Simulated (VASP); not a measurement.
A run of VASP 6.6.1 is set up as follows.

File INCAR:

```
SYSTEM = Sn
  PREC = Accurate
  ENCUT = 520
  EDIFF = 1E-6
  ISMEAR = 0
  SIGMA = 0.1
  LREAL = .False.
  LASPH = .True.
  NELM = 100
  ALGO = Fast
  ISIF = 2
  LWAVE = .False.
  LCHARG = .True.
  GGA = PS
  LELF = .True.
  LVHAR = .True.
  NBANDS = 21
```

File KPOINTS:

```
regular mesh
0
Gamma
  14 14 14
  0 0 0
```

POSCAR

```
Sn
1.0
   -2.9099000282      2.9099000282      1.5869856500
    2.9099000282     -2.9099000282      1.5869856500
    2.9099000282      2.9099000282     -1.5869856500
Sn
2
Direct
    0.7500000000      0.2500000000      0.5000000000
    0.0000000000      0.0000000000      0.0000000000
```

Potentials or basis: VASP PAW PBE potentials, release 64 (Sn_d).

Command:

```sh
$ cat potpaw_PBE.64/Sn_d/POTCAR > POTCAR
$ mpirun -np 1 vasp_std > vasp.out
```

Q: Predict the pressure.

A: 0.0 GPa.

Q: Estimate the band gap on the k mesh.

A: Zero (bands 14 and 15 overlap by 4.09 eV).

Caveat: the PAW data sets were made with another functional, which shifts forces and pressure a little; spin-orbit coupling is left out, which moves the levels of the heavy elements.
